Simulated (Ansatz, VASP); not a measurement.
# Two plane-wave programs on Zn3CdTe4

```
Zn Cd Te
1.0
     4.44089    0.00000    0.00000
     0.00000    4.44089    0.00000
     0.00000    0.00000   12.61477
Zn Cd Te
3 1 4
Direct
  0.00000 0.00000 0.75958
  0.50000 0.50000 0.00000
  0.00000 0.00000 0.24042
  0.50000 0.50000 0.50000
  0.50000 0.00000 0.87982
  0.00000 0.50000 0.12018
  0.50000 0.00000 0.35990
  0.00000 0.50000 0.64009
```

Alike in both runs: task single point; functional PBE; k mesh 4 × 4 × 1; occupations gaussian, width 0.1 eV; no spin polarisation.

|  | VASP | Ansatz |
| --- | --- | --- |
| version | VASP 6.6.1 | Ansatz 0.2.0 |
| potentials or method | VASP PAW PBE potentials, release 64 (Zn, Cd, Te), cutoff 520 eV | scalar-relativistic, plane waves, PAW |
| valence electrons in the cell | 72 | 120 |

|  | VASP | Ansatz | Ansatz less VASP |
| --- | --- | --- | --- |
| gap on the k mesh at the Fermi level (eV) | 0.87 | 0.87 | +0.001 |
| least direct gap on the mesh (eV) | 0.87 | 0.87 | +0.001 |
| pressure (GPa) | 0.2 | 0.1 | -0.10 |
| traceless stress, the component that is largest in VASP (GPa) | -0.18 | -0.18 | +0.001 |
| rms of the force components (eV/Å) | 0.005 | 0.003 | -0.0019 |

Atom by atom the forces differ by 0.002 eV/Å (rms over components). VASP's potentials hold 72 valence electrons a cell and Ansatz's 120, so a difference there can come from the potentials and not from the codes.

The k mesh is coarse, so the values compare programs but aren't converged. Neither program's run includes spin-orbit coupling.
